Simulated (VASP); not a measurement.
# BaTiO3 (R-3m) in VASP: notebook

BaTiO3 is run at these levels: PBEsol; tasks: single point.

Program: VASP 6.6.1. These are calculated values, not measurements. Logs are shortened: lines on timing, memory, paths and dates and some standing lists are left out, and cuts for length are marked.

## 1. The cell of the first run

Symmetry: R-3m, No. 166, trigonal system. The conventional cell has a = 5.609 Å, b = 5.609 Å, c = 7.077 Å, α = 90.00°, β = 90.00°, γ = 120.00°. Ba (site symmetry -3m) has 12 O at 2.80 to 2.86 Å and 8 Ti at 3.45 to 3.54 Å within 3.7 Å. Within 2.7 Å of Ti (site symmetry -3m) lie 6 O at 2.00 Å. O (site symmetry 2/m) has 2 Ti at 2.00 Å and 4 Ba at 2.80 to 2.86 Å and 8 O at 2.80 to 2.86 Å within 2.9 Å.

## 2. Single point, PBEsol

INCAR reads:

```
SYSTEM = BaTiO3
ALGO = Normal
EDIFF = 1E-6
ENCUT = 520
GGA = PS
ISIF = 2
ISMEAR = 0
LASPH = .True.
LCHARG = .False.
LREAL = .False.
LWAVE = .False.
NBANDS = 28
NELM = 60
PREC = Accurate
SIGMA = 0.05
```

KPOINTS reads:

```
k-points
0
Gamma
  6 6 6
  0 0 0
```

POSCAR reads:

```
BaTiO3
1.0
    4.0060000000      0.0400600000      0.0400600000
    0.0400600000      4.0060000000      0.0400600000
    0.0400600000      0.0400600000      4.0060000000
Ba Ti O
1 1 3
Direct
    0.5000000000      0.5000000000      0.5000000000
    0.0000000000      0.0000000000      0.0000000000
    0.5000000000      0.0000000000      0.0000000000
    0.0000000000      0.5000000000      0.0000000000
    0.0000000000      0.0000000000      0.5000000000
```

Potentials or basis: VASP PAW PBE potentials, release 64 (Ba_sv, Ti_sv, O).

Launch:

```sh
cat potpaw_PBE.64/Ba_sv/POTCAR potpaw_PBE.64/Ti_sv/POTCAR potpaw_PBE.64/O/POTCAR > POTCAR
mpirun -np 1 vasp_std > vasp.out
```

OUTCAR:

```text
SYSTEM = BaTiO3
   EDIFF = 1E-6
   ENCUT = 520
   GGA = PS
   ISIF = 2
   ISMEAR = 0
   LASPH = .True.
   LREAL = .False.
   NELM = 60
   PREC = Accurate

 ion  position               nearest neighbor table
   1  0.500  0.500  0.500-   3 2.80   4 2.80   3 2.80   5 2.80   4 2.80   5 2.80   5 2.86   5 2.86
                             4 2.86   3 2.86   4 2.86   3 2.86   2 3.45   2 3.45   2 3.45   2 3.45
   2  0.000  0.000  0.000-   3 2.00   4 2.00   5 2.00   5 2.00   4 2.00   3 2.00   1 3.45   1 3.45
                             1 3.45   1 3.45   1 3.45   1 3.45   1 3.54   1 3.54
   3  0.500  0.000  0.000-   2 2.00   2 2.00   1 2.80   1 2.80   1 2.86   1 2.86
   4  0.000  0.500  0.000-   2 2.00   2 2.00   1 2.80   1 2.80   1 2.86   1 2.86
   5  0.000  0.000  0.500-   2 2.00   2 2.00   1 2.80   1 2.80   1 2.86   1 2.86

  LATTYP: Found a trigonal (rhomboedric) cell.
 ALAT       =     4.0064005800
 COS(alpha) =     0.0200959808

  Lattice vectors:

 A1 = (   4.0060000000,   0.0400600000,   0.0400600000)
 A2 = (   0.0400600000,   4.0060000000,   0.0400600000)
 A3 = (   0.0400600000,   0.0400600000,   4.0060000000)

Analysis of symmetry for initial positions (statically):
=====================================================================
 Subroutine PRICEL returns:
 Original cell was already a primitive cell.

 Routine SETGRP: Setting up the symmetry group for a
 trigonal (rhombohedral) supercell.

 Subroutine GETGRP returns: Found 12 space group operations
 (whereof 12 operations were pure point group operations)
 out of a pool of 12 trial point group operations.

The static configuration has the point symmetry D_3d.

Analysis of symmetry for dynamics (positions and initial velocities):
=====================================================================
 Subroutine PRICEL returns:
 Original cell was already a primitive cell.

 Routine SETGRP: Setting up the symmetry group for a
 trigonal (rhombohedral) supercell.

 Subroutine GETGRP returns: Found 12 space group operations
 (whereof 12 operations were pure point group operations)
 out of a pool of 12 trial point group operations.

The dynamic configuration has the point symmetry D_3d.

 Subroutine INISYM returns: Found 12 space group operations
 (whereof 12 operations are pure point group operations),
 and found     1 'primitive' translations

----------------------------------------------------------------------------------------

                                     Primitive cell

  volume of cell :      64.2693

  direct lattice vectors                    reciprocal lattice vectors
     4.006000000  0.040060000  0.040060000     0.249675002 -0.002472030 -0.002472030
     0.040060000  4.006000000  0.040060000    -0.002472030  0.249675002 -0.002472030
     0.040060000  0.040060000  4.006000000    -0.002472030 -0.002472030  0.249675002

  length of vectors
     4.006400580  4.006400580  4.006400580     0.249699477  0.249699477  0.249699477

  position of ions in fractional coordinates (direct lattice)
     0.500000000  0.500000000  0.500000000
     0.000000000  0.000000000  0.000000000
     0.500000000  0.000000000  0.000000000
     0.000000000  0.500000000  0.000000000
     0.000000000  0.000000000  0.500000000

  ion indices of the primitive-cell ions
   primitive index   ion index
                 1           1
                 2           2
                 3           3
                 4           4
                 5           5

----------------------------------------------------------------------------------------

 KPOINTS: k-points

Automatic generation of k-mesh.
 Grid dimensions read from file:
 generate k-points for:    6    6    6

 Generating k-lattice:

  Cartesian coordinates                     Fractional coordinates (reciprocal lattice)
     0.041612500 -0.000412005 -0.000412005     0.166666667  0.000000000  0.000000000
    -0.000412005  0.041612500 -0.000412005     0.000000000  0.166666667  0.000000000
    -0.000412005 -0.000412005  0.041612500     0.000000000  0.000000000  0.166666667

  Length of vectors
     0.041616579  0.041616579  0.041616579

  Shift w.r.t. Gamma in fractional coordinates (k-lattice)
     0.000000000  0.000000000  0.000000000

 Subroutine IBZKPT returns following result:
 ===========================================

 Found     32 irreducible k-points:

 Following reciprocal coordinates:
            Coordinates               Weight
  0.000000  0.000000  0.000000      1.000000
  0.166667 -0.000000 -0.000000      6.000000
  0.333333 -0.000000 -0.000000      6.000000
  0.500000 -0.000000 -0.000000      3.000000
  0.166667  0.166667 -0.000000      6.000000
  0.333333  0.166667 -0.000000     12.000000
[... 16 lines left out ...]
  0.500000  0.500000  0.166667      6.000000
 -0.333333  0.500000  0.166667     12.000000
 [... further k-points ...]
   k-points           NKPTS =     32   k-points in BZ     NKDIM =     32   number of bands    NBANDS=     28
   number of dos      NEDOS =    301   number of ions     NIONS =      5
   total plane-waves  NPLWV =  27000
   dimension x,y,z NGX =    30 NGY =   30 NGZ =   30
   dimension x,y,z NGXF=    60 NGYF=   60 NGZF=   60
   ions per type =               1   1   3
   NGX,Y,Z   is equivalent  to a cutoff of  12.45, 12.45, 12.45 a.u.
   NGXF,Y,Z  is equivalent  to a cutoff of  24.90, 24.90, 24.90 a.u.
 SYSTEM =  BaTiO3
   PREC   = accura    normal or accurate (medium, high low for compatibility)
   ISTART =      0    job   : 0-new  1-cont  2-samecut
   ICHARG =      2    charge: 1-file 2-atom 10-const
   ISPIN  =      1    spin polarized calculation?
   LNONCOLLINEAR =      F non collinear calculations
   LSORBIT =      F    spin-orbit coupling
   LASPH  =      T    aspherical Exc in radial PAW
   ENCUT  =  520.0 eV  38.22 Ry    6.18 a.u.   7.45  7.45  7.45*2*pi/ulx,y,z
   NELM   =     60;   NELMIN=  2; NELMDL= -5     # of ELM steps
   EDIFF  = 0.1E-05   stopping-criterion for ELM
   LREAL  =      F    real-space projection
   EDIFFG = 0.1E-04   stopping-criterion for IOM
   NSW    =      0    number of steps for IOM
   IBRION =     -1    ionic relax: 0-MD 1-quasi-New 2-CG
   NFREE  =      0    steps in history (QN), initial steepest desc. (CG)
   ISIF   =      2    stress and relaxation
   ISYM   =      2    0-nonsym 1-usesym 2-fastsym
   POTIM  = 0.5000    time-step for ionic-motion
   TEBEG  =    0.0;   TEEND  =   0.0 temperature during run
   PSTRESS=    0.0 pullay stress
   NELECT =      40.0000    total number of electrons
   NUPDOWN=      -1.0000    fix difference up-down
   EMIN   =  10.00;   EMAX   =-10.00  energy-range for DOS
   EFERMI =   0.00;   METHOD = LEGACY
   ISMEAR =     0;   SIGMA  =   0.05  broadening in eV -4-tet -1-fermi 0-gaus
   EFERMI_NEDOS =   21; number of points for ismear=-14 and -15
   IALGO  =     38    algorithm
   IMIX   =      4    mixing-type and parameters
     AMIX     =   0.40;   BMIX     =  1.00
     AMIX_MAG =   1.60;   BMIX_MAG =  1.00
  volume/ion in A,a.u.               =      12.85        86.74
  Fermi-wavevector in a.u.,A,eV,Ry     =   1.397742  2.641349 26.581469  1.953683
  Thomas-Fermi vector in A             =   2.520968
   LORBIT       =      0    0 simple, 1 ext, 2 COOP (PROOUT), +10 PAW based schemes
   GGA     = PS    functional components
   LHFCALC =     F    Hartree Fock is set to
   AEXX    =    0.0000 exact exchange contribution
   IVDW    =     0    specifies the selected vdW correction
   LEPSILON=     F    determine dielectric tensor
   LRPA    =     F    only Hartree local field effects (RPA)
 non-spin polarized calculation
 Gauss-broadening in eV      SIGMA  =   0.05
  energy-cutoff  :      520.00
  volume of cell :       64.27
 maximum number of plane-waves:      1761
 NGX is ok and might be reduce to    30
   NGX = 15   NGY = 15   NGZ = 15

 number of electron      39.9999970 magnetization

 Free energy of the ion-electron system (eV)
  ---------------------------------------------------
  ext. energy  EPLUGINS =         0.00000000
  ---------------------------------------------------
  free energy    TOTEN  =       -41.94402623 eV

  energy without entropy =      -41.94402623  energy(sigma->0) =      -41.94402623

 E-fermi :   3.9929     XC(G=0): -11.5051

 val. band max:        3.6953032869   @ k =   0.5000   0.5000   0.5000
 cond. band min:       5.3253945837   @ k =   0.0000   0.0000   0.0000
 fundamental gap:      1.6300912968
 Fermi energy:         3.9928823507

 k-point     1 :       0.0000    0.0000    0.0000
  band No.  band energies     occupation
      1     -52.7105      2.00000
      2     -29.0407      2.00000
      3     -29.0407      2.00000
      4     -29.0166      2.00000
      5     -21.0908      2.00000
      6     -13.1366      2.00000
[... 20 lines left out ...]
     27       8.5917      0.00000
     28      10.8102      0.00000

 k-point     2 :       0.1667   -0.0000   -0.0000
  band No.  band energies     occupation
      1     -52.7102      2.00000
      2     -29.0507      2.00000
      3     -29.0401      2.00000
      4     -29.0194      2.00000
      5     -21.0610      2.00000
      6     -13.1584      2.00000
[... 20 lines left out ...]
     27       9.1308      0.00000
     28      11.4640      0.00000

 k-point     3 :       0.3333   -0.0000   -0.0000
  band No.  band energies     occupation
      1     -52.7097      2.00000
      2     -29.0747      2.00000
      3     -29.0391      2.00000
      4     -29.0208      2.00000
      5     -21.0001      2.00000
      6     -13.2860      2.00000
[... 20 lines left out ...]
     27      10.3813      0.00000
     28      11.8984      0.00000

 k-point     4 :       0.5000   -0.0000   -0.0000
  band No.  band energies     occupation
      1     -52.7094      2.00000
      2     -29.0873      2.00000
      3     -29.0386      2.00000
      4     -29.0208      2.00000
      5     -20.9690      2.00000
      6     -13.3718      2.00000
[... 578 lines left out ...]
     27      11.0260      0.00000
     28      12.0905      0.00000

 k-point    23 :       0.5000    0.5000    0.1667
  band No.  band energies     occupation
      1     -52.7082      2.00000
      2     -29.0883      2.00000
      3     -29.0775      2.00000
      4     -29.0384      2.00000
      5     -20.8748      2.00000
      6     -12.6383      2.00000
[... 20 lines left out ...]
     27      12.1275      0.00000
     28      12.3858      0.00000

 k-point    24 :      -0.3333    0.5000    0.1667
  band No.  band energies     occupation
      1     -52.7084      2.00000
      2     -29.0856      2.00000
      3     -29.0691      2.00000
      4     -29.0381      2.00000
      5     -20.8935      2.00000
      6     -12.8145      2.00000
[... 20 lines left out ...]
     27      11.7693      0.00000
     28      12.1812      0.00000

 [... further k-points ...]

------------------------ aborting loop because EDIFF is reached ----------------------------------------

  FORCE on cell =-STRESS in cart. coord.  units (eV):
  Direction    XX          YY          ZZ          XY          YZ          ZX
  --------------------------------------------------------------------------------------
  -------------------------------------------------------------------------------------
  Total       -1.0824544     -1.0824544     -1.0824544     -0.9819312     -0.9819312     -0.9819312
  in kB      -26.9846515    -26.9846515    -26.9846515    -24.4786946    -24.4786946    -24.4786946
  external PRESSURE =     -26.9846515 kB  Pullay stress =       0.0000000 kB

 VOLUME and BASIS-vectors are now :
 -----------------------------------------------------------------------------
  energy-cutoff  :      520.00
  volume of cell :       64.27
      direct lattice vectors                 reciprocal lattice vectors
     4.006000000  0.040060000  0.040060000     0.249675002 -0.002472030 -0.002472030
     0.040060000  4.006000000  0.040060000    -0.002472030  0.249675002 -0.002472030
     0.040060000  0.040060000  4.006000000    -0.002472030 -0.002472030  0.249675002

 POSITION                                       TOTAL-FORCE (eV/Angst)
 -----------------------------------------------------------------------------------
      2.04306      2.04306      2.04306        -0.000000      0.000000     -0.000000
      0.00000      0.00000      0.00000         0.000000      0.000000     -0.000000
      2.00300      0.02003      0.02003         0.000000     -0.000000     -0.000000
      0.02003      2.00300      0.02003         0.000000     -0.000000      0.000000
      0.02003      0.02003      2.00300        -0.000000     -0.000000      0.000000
 -----------------------------------------------------------------------------------
    total drift:                                0.000000     -0.000000      0.000000

  FREE ENERGIE OF THE ION-ELECTRON SYSTEM (eV)
  ---------------------------------------------------
  free  energy   TOTEN  =       -41.9440262288 eV

  energy  without entropy=      -41.9440262288  energy(sigma->0) =      -41.94402623
```

Wall time 1.7 min (1 thread of Intel Xeon 8259CL, shared host); peak memory 0.21 GiB.

What came out:

- Free energy: -41.9440 eV
- Pressure: -2.7 GPa
- Band gap on the k mesh: 1.63 eV (least direct gap 1.73 eV)

Caveat: the PAW data sets were made with another functional, which shifts forces and pressure a little; spin-orbit coupling is left out, which moves the levels of the heavy elements. As with any semilocal functional, this PBEsol gap is likely too small.

(Part 1 of 2 ends here.)
